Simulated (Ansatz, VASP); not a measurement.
**Two plane-wave programs on Ti**

Contents of INCAR:

```
PREC = Accurate
ENCUT = 600
EDIFF = 1E-6
ISMEAR = -1
SIGMA = 0.1
LREAL = False
LASPH = True
NELM = 60
ALGO = Normal
ISIF = 3
LWAVE = False
LCHARG = False
GGA = B5
ALDAX = 1.0
AGGAX = 1.0
AGGAC = 1.0
ALDAC = 0.0
IBRION = 2
NSW = 80
EDIFFG = -0.01
```

The input KPOINTS:

```
Automatic mesh
0
Gamma
  12 12 4
```

POSCAR

```
Ti
1.0
    2.9229395509      0.0000000000      0.0000000000
   -1.4614697754      2.5313399048      0.0000000000
    0.0000000000      0.0000000000      9.5463205732
Ti
4
Direct
    0.0000000000      0.0000000000      0.0000000000
    0.0000000000      0.0000000000      0.5000000000
    0.3333333333      0.6666666667      0.2500000000
    0.6666666667      0.3333333333      0.7500000000
```

Input for Ansatz:

```yaml
crystal:
  lattice:
    - [2.9229395509, 0.0, 0.0]
    - [-1.4614697754, 2.5313399048, 0.0]
    - [0.0, 0.0, 9.5463205732]
  atoms:
    - { symbol: Ti, position: [0.0, 0.0, 0.0] }
    - { symbol: Ti, position: [0.0, 0.0, 0.5] }
    - { symbol: Ti, position: [0.3333333333, 0.6666666667, 0.25] }
    - { symbol: Ti, position: [0.6666666667, 0.3333333333, 0.75] }
hamiltonian:
  xc: blyp
  pseudopotentials:
    kind: paw
    azcp:
      Ti: "pseudopotentials/Ti.paw.azcp"
basis:
  ecutwfc: 420
  fft_grid_basis: typed
kpoints:
  mp_grid: { grid: [12, 12, 4], shift: [0, 0, 0] }
magnetization:
  spin_polarized: false
scf:
  occupations: { method: fermi_dirac, width: 0.1 }
relax:
  max_steps: 60
  f_tol: 0.01
  cell: {}
```

Alike in both runs: task relaxation of cell and atoms; functional BLYP; k mesh 12 × 12 × 4; occupations fermi-dirac, width 0.1 eV; no spin polarisation.

|  | VASP | Ansatz |
| --- | --- | --- |
| version | VASP 6.6.1 | Ansatz 0.2.0 |
| potentials or method | VASP PAW PBE potentials, release 64 (Ti_sv), cutoff 600 eV | plane waves (420 eV) with PAW, scalar-relativistic |
| valence electrons in the cell | 48 | 48 |

Ansatz gave:

| Quantity | Value |
| --- | --- |
| relaxed volume (Å³/atom) | 17.90 |
| relaxed cell length with the largest relative difference (Å) | 2.956 |

What did VASP give for the same quantities?

Relaxed volume (Å³/atom): 17.90; relaxed cell length with the largest relative difference (Å): 2.957.

VASP's potentials were made for PBE, not for BLYP.
